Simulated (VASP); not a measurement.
Input of a VASP 6.6.1 run:

File INCAR:

```
ALGO = Normal ; DIPOL = 0.5 0.5 0.390
EDIFF = 1E-6 ; ENCUT = 520
GGA = PE ; IDIPOL = 3
ISIF = 2 ; ISMEAR = 0
IVDW = 12 ; LASPH = T
LCHARG = F ; LDIPOL = T
LREAL = F ; LWAVE = F
NBANDS = 35 ; NELM = 80
PREC = Accurate ; SIGMA = 0.05
```

The input KPOINTS:

```
k-points
0
Gamma
  9 9 1
```

Contents of POSCAR:

```
WS2
1.0
    3.1595456682      0.0000000000      0.0000000000
   -1.5797728341      2.7362468131      0.0000000000
    0.0000000000      0.0000000000     23.8042574330
S W
4 2
Direct
    0.3333333333      0.6666666667      0.1890418137
    0.3333333333      0.6666666667      0.3214605092
    0.3333333333      1.1666666667      0.4575706151
    0.3333333333      1.1666666667      0.5899893106
    0.6666666667      0.3333333333      0.2552511584
    0.0000000000      1.5000000000      0.5237799598
```

Potentials or basis: VASP PAW PBE potentials, release 64 (S, W_sv).

Command:

```sh
$ cat potpaw_PBE.64/S/POTCAR potpaw_PBE.64/W_sv/POTCAR > POTCAR
$ mpirun -np 1 vasp_std > vasp.out
```

Task: Estimate the dispersion energy per atom.

Result: -0.359 eV.

Task: Predict the largest force.

Result: 0.050 eV/Å.

Forces in eV/Å, atoms in the order of the input:
```
S    0.003  0.002  0.005
S   -0.005 -0.003  0.011
S    0.005  0.003 -0.011
S   -0.003 -0.002 -0.005
W   -0.008 -0.005  0.049
W    0.008  0.005 -0.049
```
